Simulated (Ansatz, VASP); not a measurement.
**One calculation of Rb, two programs**

The input INCAR:

```
SYSTEM = Rb
ALGO = Fast ; EDIFF = 1E-6
ENCUT = 520 ; GGA = CA
ISIF = 2 ; ISMEAR = 0
LASPH = .True. ; LCHARG = .True.
LELF = .True. ; LREAL = .False.
LVHAR = .True. ; LWAVE = .False.
NBANDS = 10 ; NELM = 80
PREC = Accurate ; SIGMA = 0.15
```

KPOINTS

```
k-points
0
Gamma
  14 14 14
  0 0 0
```

Contents of POSCAR:

```
Rb
1.0
   -2.5000649129      2.5000649129      3.1283312255
    2.5000649129     -2.5000649129      3.1283312255
    2.5000649129      2.5000649129     -3.1283312255
Rb
1
Direct
    0.0000000000      0.0000000000      0.0000000000
```

Input for Ansatz:

```yaml
crystal:
  lattice:
    - [-2.5000649129, 2.5000649129, 3.1283312255]
    - [2.5000649129, -2.5000649129, 3.1283312255]
    - [2.5000649129, 2.5000649129, -3.1283312255]
  atoms:
    - { symbol: Rb, position: [0.0, 0.0, 0.0] }
basis:
  ecutwfc: 420
kpoints:
  mp_grid: { grid: [14, 14, 14] }
hamiltonian:
  xc: lda
scf:
  occupations: { method: gaussian, width: 0.15 }
output:
  forces: true
  stress: true
  eigenvalues: true
```

Alike in both runs: task single point; functional LDA; k mesh 14 × 14 × 14; occupations gaussian, width 0.15 eV; no spin polarisation.

```csv
,VASP,Ansatz
version,VASP 6.6.1,Ansatz 0.2.0
potentials or method,"VASP PAW LDA potentials, release 64 (Rb_sv), cutoff 520 eV","scalar-relativistic, plane waves, PAW"
valence electrons in the cell,9,9
```

```csv
,VASP,Ansatz,Ansatz less VASP
gap on the k mesh at the Fermi level (eV),none,none,-
pressure (GPa),0.0,0.0,0.00
```

LDA's correlation is that of Perdew and Zunger in VASP and of Perdew and Wang (1992) in Ansatz. A gap of «none» marks a metal or a gap that the smearing closes.
